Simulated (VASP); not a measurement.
GaAs: single point with r2SCAN

The system is GaAs.

```
Ga As
1.0
     0.00000    2.83309    2.83309
     2.69653    0.00000    2.83309
     2.69653    2.83309    0.00000
Ga As
1 1
Direct
  0.00000 0.00000 0.00000
  0.25000 0.25000 0.25000
```

This cell differs from its parent crystal: uniaxial x strain -4.8%.

| Property | Result |
| --- | --- |
| Program | VASP 6.6.1 |
| Task | single point |
| Functional | r2SCAN |
| Potentials or basis | VASP PAW PBE potentials, release 64 (Ga_d, As) |
| Cutoff | 520 eV |
| k mesh | 8 × 8 × 8 |
| Occupations | gaussian, width 0.01 eV |
| Spin | no spin polarisation |

* Pressure: 4.1 GPa
* Band gap on the k mesh: 1.14 eV

Stress tensor (GPa, compression positive):
```
6.11 0.00 0.00
0.00 3.08 0.00
0.00 0.00 3.08
```

Levels at points of the mesh, in eV from the valence-band top:
| k point | band 5 | band 6 | band 7 | band 8 | band 9 | band 10 | band 11 | band 12 | band 13 | band 14 |
| --- | --- | --- | --- | --- | --- | --- | --- | --- | --- | --- |
| (0.00, 0.00, 0.00) | -15.40 | -13.72 | -0.28 | -0.28 | 0.00 | 1.14 | 3.78 | 3.93 | 3.93 | 8.23 |
| (0.50, 0.00, 0.00) | -15.39 | -11.72 | -7.25 | -1.65 | -1.23 | 1.26 | 4.63 | 5.05 | 8.19 | 11.20 |
| (0.50, 0.50, 0.00) | -15.39 | -10.96 | -7.50 | -3.01 | -2.97 | 1.61 | 1.92 | 10.75 | 11.01 | 11.77 |
| (0.00, 0.50, 0.50) | -15.38 | -10.75 | -7.17 | -3.35 | -3.35 | 1.27 | 1.41 | 11.03 | 11.03 | 12.23 |

Wall time 4.7 min on 1 thread of Intel Xeon 8259CL, on a shared host, peak memory 0.19 GiB.

Caveat: the cell differs from its parent crystal (uniaxial x strain -4.8%); the cell stands under pressure; the PAW data sets were made with another functional, which shifts forces and pressure a little. A k mesh can miss the band edges.
